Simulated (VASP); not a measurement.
Crystal: Ga2BSb3.

```
CELL_PARAMETERS angstrom
4.80164 0.00000 0.00000
-2.40082 4.15834 0.00000
0.00000 0.00000 6.01287
ATOMIC_POSITIONS crystal
Ga 0.33333 0.66667 0.21914
Ga 0.66667 0.33333 0.78086
B 0.00000 0.00000 0.50000
Sb 0.33333 0.66667 0.72378
Sb 0.66667 0.33333 0.27622
Sb 0.00000 0.00000 0.00000
```

The cell was generated, and may not be a known phase.

```yaml
Program: VASP 6.6.1
Task: relaxation of cell and atoms
Functional: PBE
Potentials_or_basis: VASP PAW PBE potentials, release 64 (Ga_d, B, Sb)
Cutoff: 600 eV
k_mesh: 6 × 6 × 4
Occupations: gaussian, width 0.1 eV
Spin: no spin polarisation
```

At the start: pressure 6.5 GPa; volume 20.01 Å³/atom.

Problem. Where does the relaxation end?

Solution. Over 47 steps the energy falls by 184.4 meV/atom and the volume is 21.84 Å³/atom (+9.1 %); space group P-3m1 (No. 164, to 0.1 Å) before, P6/mmm (No. 191, to 0.1 Å).

The path:
```tsv
step	energy change (eV)	largest force (eV/Å)	pressure (GPa)	volume (Å³)
1	0.0000	0.8951	6.53	120.06
3	-0.3646	0.3234	-1.14	132.48
5	-0.4151	0.1683	-0.07	129.34
7	-0.4244	0.1490	0.40	128.06
9	-0.4342	0.2016	-0.45	129.76
11	-0.4361	0.2302	-0.98	130.89
13	-0.4414	0.2433	-1.06	131.00
15	-0.4687	0.2886	-1.43	131.53
17	-0.6257	0.3067	-2.18	133.60
19	-0.7505	0.2411	-1.65	134.86
21	-0.8008	0.3679	0.40	132.79
23	-0.8727	0.5008	0.54	131.68
25	-0.9787	0.5238	0.11	130.95
27	-1.0599	0.2057	0.03	130.12
29	-1.0653	0.1629	0.10	130.14
31	-1.0701	0.0600	-0.04	130.82
33	-1.0746	0.1246	-0.09	131.02
35	-1.0824	0.1304	0.33	130.05
37	-1.0845	0.1284	0.70	129.20
39	-1.0875	0.1130	0.65	129.30
41	-1.0978	0.0497	0.47	129.80
43	-1.1050	0.0663	0.09	130.70
45	-1.1063	0.0463	0.01	130.93
47	-1.1065	0.0353	-0.02	131.01
```

Final structure:
```yaml
crystal:
  lattice:
    - [5.13138, 0.00000, 0.00000]
    - [-2.56569, 4.44391, 0.00000]
    - [0.00000, 0.00000, 5.74535]
  atoms:
    - { symbol: Ga, position: [0.33333, 0.66667, 0.00678] }
    - { symbol: Ga, position: [0.66667, 0.33333, 0.99322] }
    - { symbol: B, position: [0.00000, 0.00000, 0.50000] }
    - { symbol: Sb, position: [0.33333, 0.66667, 0.50777] }
    - { symbol: Sb, position: [0.66667, 0.33333, 0.49223] }
    - { symbol: Sb, position: [0.00000, 0.00000, 0.00000] }
```

Caveat: the highest band is partly filled, so the run has too few bands.
